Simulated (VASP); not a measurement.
Set up this calculation in VASP 6.6.1, as the native input.

```
Task                   : single point
Functional             : PBEsol
Potentials or basis    : VASP PAW PBE potentials, release 64 (Gd, N)
Cutoff                 : 520 eV
k mesh                 : 10 × 10 × 10
Occupations            : gaussian, width 0.05 eV
Spin                   : collinear spin, ferromagnetic start
Starting moments       : [7.46, 0.0] μB
Dipole correction      : no
Further INCAR settings : ALGO = Normal; EDIFF = 1e-06; NBANDS = 22
```

The structure of GdN lies in POSCAR:

```
GdN
1.0
    0.0000000000      2.6712646776      2.6712646776
    2.6712646776      0.0000000000      2.6712646776
    2.6712646776      2.6712646776      0.0000000000
Gd N
1 1
Direct
    0.0000000000      0.0000000000      0.0000000000
    0.2500000000      0.2500000000      0.2500000000
```

These files were run (other wordings do the same):

INCAR

```
  ALGO = Normal
  EDIFF = 1E-6
  ENCUT = 520
  GGA = PS
  ISIF = 2
  ISMEAR = 0
  ISPIN = 2
  LASPH = T
  LCHARG = F
  LMAXMIX = 6
  LORBIT = 11
  LREAL = F
  LWAVE = F
  MAGMOM = 7.46 0
  NBANDS = 22
  NELM = 150
  PREC = Accurate
  SIGMA = 0.05
```

KPOINTS

```
k-points
0
Gamma
  10 10 10
```

Potentials or basis: VASP PAW PBE potentials, release 64 (Gd, N).

Run with:

```sh
$ cat potpaw_PBE.64/Gd/POTCAR potpaw_PBE.64/N/POTCAR > POTCAR
$ mpirun -np 1 vasp_std > vasp.out
```

Results of the run:

```yaml
Pressure: -3.9 GPa
Band_gap_on_the_k_mesh: 1.10 eV (least direct gap 1.78 eV)
Net_moment: 7.00 μB per cell
Site_moments: Gd +6.79; N -0.06 μB
Valence_electrons_inside_the_program's_atomic_spheres: Gd 15.25; N 3.65
```

Caveat: the cell stands under tension; the PAW data sets were made with another functional, which shifts forces and pressure a little; spin-orbit coupling is left out, which moves the levels of the heavy elements; a cell with one magnetic atom can't hold antiferromagnetic order, which such compounds often take; semilocal functionals describe open f shells poorly, which spoils levels, moments and volumes.

Run time: 3.9 min on 1 thread of Intel(R) Xeon(R) 6975P-C (Granite Rapids), with other jobs on the host, peak memory 0.22 GiB.
